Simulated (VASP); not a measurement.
A run of VASP 6.6.1 is set up as follows.

Contents of POSCAR:

```
Rh
1.0
    2.6691192667      0.0000000000      0.0000000000
   -1.3345596333      2.3115298301      0.0000000000
    0.0000000000      0.0000000000      8.7241331430
Rh
4
Direct
    0.0000000000      0.0000000000      0.0000000000
    0.3333333333      0.6666666667      0.2500000000
    0.0000000000      0.0000000000      0.5000000000
    0.6666666667      0.3333333333      0.7500000000
```

The input INCAR.step1:

```
ALGO = Normal
EDIFF = 1E-4
ENCUT = 520
GGA = PE
ISMEAR = 1
LASPH = True
LCHARG = False
LREAL = False
LWAVE = True
NBANDS = 38
NELM = 80
PREC = Accurate
SIGMA = 0.1
```

File INCAR.step2:

```
ALGO = Normal
EDIFF = 1E-6
ENCUT = 520
ISIF = 2
ISMEAR = 1
ISTART = 1
LASPH = True
LCHARG = False
LMIXTAU = True
LREAL = False
LWAVE = False
METAGGA = R2SCAN
NBANDS = 38
NELM = 80
PREC = Accurate
SIGMA = 0.1
```

Contents of KPOINTS:

```
k-points
0
Gamma
  10 10 3
```

Potentials or basis: VASP PAW PBE potentials, release 64 (Rh_pv).

Run with:

```sh
$ cat potpaw_PBE.64/Rh_pv/POTCAR > POTCAR
$ cp INCAR.step1 INCAR
$ mpirun -np 1 vasp_std > vasp.out
$ cp INCAR.step2 INCAR
$ mpirun -np 1 vasp_std > vasp.out
```

**Question.** Predict the pressure.

**Answer.** 7.5 GPa.

**Question.** Predict the band gap on the k mesh.

**Answer.** Zero (bands 30 and 31 overlap by 2.01 eV).

Stress tensor (GPa, compression positive):
```
7.17 0.00 0.00
0.00 7.17 0.00
0.00 0.00 8.03
```

Caveat: the cell stands under pressure; the PAW data sets were made with another functional, which shifts forces and pressure a little.
